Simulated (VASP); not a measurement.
The system is AlRu2.

```xyz
6
Lattice="5.1329 0.0000 0.0000 0.0000 5.1329 0.0000 0.0000 0.0000 3.3061" Properties=species:S:1:pos:R:3 pbc="T T T"
Al    0.0000    0.0000    0.0000
Al    2.5664    2.5664    1.6530
Ru    1.5707    1.5707    0.0000
Ru    0.9958    4.1371    1.6530
Ru    3.5622    3.5622    0.0000
Ru    4.1371    0.9958    1.6530
```

```yaml
Program: VASP 6.6.1
Task: relaxation of cell and atoms
Functional: PBE
Potentials_or_basis: VASP PAW PBE potentials, release 64 (Al, Ru_pv)
Cutoff: 600 eV
k_mesh: 4 × 4 × 6
Occupations: gaussian, width 0.1 eV
Spin: no spin polarisation
```

At the start: pressure 38.2 GPa; volume 14.52 Å³/atom.

Q: How do energy, volume and symmetry change on relaxing?

A: Over 46 steps the energy falls by 618.9 meV/atom and the volume is 16.90 Å³/atom (+16.4 %); space group P4_2/mnm (No. 136, to 0.1 Å) before and after.

The path:
```
step  energy change (eV)  largest force (eV/Å)  pressure (GPa)  volume (Å³)
   1              0.0000                2.3775           38.21        87.10
   3             -2.0359                0.1878           -1.54       106.58
   5             -2.0454                0.0853            0.24       105.05
   7             -2.0505                0.1760           -0.37       105.66
   9             -2.0695                0.4297           -0.29       105.60
  11             -2.2176                1.5450            0.60       104.90
  13             -2.2759                2.8059            3.11       103.37
  15             -2.2767                2.8153            3.12       103.37
  17             -2.2803                2.8574            3.17       103.37
  19             -2.2913                3.0222            3.40       103.33
  21             -2.3108                3.5296            5.23       102.88
  23             -2.4008                3.4224            5.17       103.11
  25             -2.5018                2.5581            8.89       103.11
  27             -2.5758                2.8783            7.39       103.26
  29             -2.5738                2.8261            7.61       103.24
  31             -2.8952                2.3056            2.92       105.13
  33             -3.1682                0.4509          -11.41       113.76
  35             -3.3808                0.8325           -6.93       109.39
  37             -3.3463                1.7439            7.72        96.60
  39             -3.7018                0.1873           -0.85       102.21
  41             -3.7055                0.0834           -0.50       102.00
  43             -3.7085                0.0003            0.11       101.54
  45             -3.7124                0.0194           -0.03       101.33
  46             -3.7136                0.0086           -0.01       101.41
```

Final structure:
```cif
data_structure
_symmetry_space_group_name_H-M 'P 1'
_symmetry_Int_Tables_number 1
_cell_length_a 6.1270
_cell_length_b 6.1270
_cell_length_c 2.7013
_cell_angle_alpha 90.000
_cell_angle_beta 90.000
_cell_angle_gamma 90.000
_cell_volume 101.41
loop_
_atom_site_label
_atom_site_type_symbol
_atom_site_fract_x
_atom_site_fract_y
_atom_site_fract_z
_atom_site_occupancy
Al1 Al 0.00000 0.00000 0.00000 1
Al2 Al 0.50000 0.50000 0.50000 1
Ru1 Ru 0.26730 0.26730 0.00000 1
Ru2 Ru 0.23270 0.76730 0.50000 1
Ru3 Ru 0.73270 0.73270 0.00000 1
Ru4 Ru 0.76730 0.23270 0.50000 1
```

Caveat: the volume moved by over 15 % at a fixed basis, so the end points are rough.
